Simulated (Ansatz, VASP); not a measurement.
# Two plane-wave programs on Ti

```xyz
1
Lattice="-1.4620 1.4620 2.0673 1.4620 -1.4620 2.0673 1.4620 1.4620 -2.0673" Properties=species:S:1:pos:R:3 pbc="T T T"
Ti    0.0000    0.0000    0.0000
```

Alike in both runs: task single point; functional LDA; k mesh 22 × 22 × 22; occupations gaussian, width 0.15 eV; no spin polarisation.

|  | VASP | Ansatz |
| --- | --- | --- |
| version | VASP 6.6.1 | Ansatz 0.2.0 |
| potentials or method | VASP PAW LDA potentials, release 64 (Ti_sv), cutoff 520 eV | scalar-relativistic, plane waves, PAW |
| valence electrons in the cell | 12 | 12 |

```tsv
	VASP	Ansatz	Ansatz less VASP
gap on the k mesh at the Fermi level (eV)	none	none	-
pressure (GPa)	-10.1	-10.1	+0.06
```

LDA's correlation is that of Perdew and Zunger in VASP and of Perdew and Wang (1992) in Ansatz. A gap of «none» marks a metal or a gap that the smearing closes.
